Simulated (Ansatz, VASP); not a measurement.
## Co in VASP and in Ansatz

```
CELL_PARAMETERS angstrom
2.45195 0.00000 0.00000
-1.22597 2.12345 0.00000
0.00000 0.00000 7.96396
ATOMIC_POSITIONS crystal
Co 0.00000 0.00000 0.00000
Co 0.33333 0.66667 0.25000
Co 0.00000 0.00000 0.50000
Co 0.66667 0.33333 0.75000
```

Alike in both runs: functional PBEsol; k mesh 6 × 6 × 2; occupations gaussian, width 0.1 eV; collinear spin.

Ansatz relaxed the structure, and its values are those at the end. VASP's run is a single point on that final structure, the one shown.

|  | VASP | Ansatz |
| --- | --- | --- |
| version | VASP 6.6.1 | Ansatz 0.2.0 |
| potentials or method | VASP PAW PBE potentials, release 64 (Co_sv), cutoff 690 eV | scalar-relativistic, plane waves, PAW |
| valence electrons in the cell | 68 | 68 |

```csv
,VASP,Ansatz,Ansatz less VASP
gap on the k mesh at the Fermi level (eV),none,none,-
pressure (GPa),-1.3,0.1,+1.32
net moment per atom (μB),1.57,1.57,+0.002
size of the moment on the site where the two differ most (μB),1.64,1.64,+0.008
```

VASP's potentials were made for PBE, not for PBEsol. Site moments also hang on the region over which each program counts them. A gap of «none» marks a metal or a gap that the smearing closes.

The k mesh is coarse, so the values compare programs but aren't converged.
